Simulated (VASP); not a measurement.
Runs of VASP 6.6.1 on WS2. The structure is that of space group P-3m1 (No. 164), or close to it. The cells are those of the table. 

```tsv
cell	gap on the mesh (eV)	largest force (eV/Å)
a = 3.311, b = 3.311, c = 23.831 Å, angles 90.0, 90.0, 120.0°, 6 atoms	(b)	1.29
a = 3.101, b = 3.101, c = 26.208 Å, angles 90.0, 90.0, 120.0°, 6 atoms	1.17	2.63
a = 3.142, b = 3.142, c = 25.515 Å, angles 90.0, 90.0, 120.0°, 6 atoms	1.33	2.19
a = 3.271, b = 3.271, c = 23.544 Å, angles 90.0, 90.0, 120.0°, 6 atoms	1.03	(a)
a = 3.138, b = 3.138, c = 26.527 Å, angles 90.0, 90.0, 120.0°, 6 atoms	1.14	3.05
a = 3.185, b = 3.185, c = 24.840 Å, angles 90.0, 90.0, 120.0°, 6 atoms	1.50	(c)
```

Alike in all rows: task single point; level PBEsol; potentials or basis VASP PAW PBE potentials, release 64 (W_sv, S); no spin polarisation; k mesh 12 × 12 × 2; cutoff (eV) 520; smearing gaussian 0.05 eV.

Task: Fill in the values left out.

Result: (a) 0.76; (b) 1.00; (c) 1.73.

Caveats: the PAW data sets were made with another functional, which shifts forces and pressure a little; spin-orbit coupling is left out, which moves the levels of the heavy elements.

A k mesh can miss the band edges, and the runs leave out spin-orbit coupling on W.
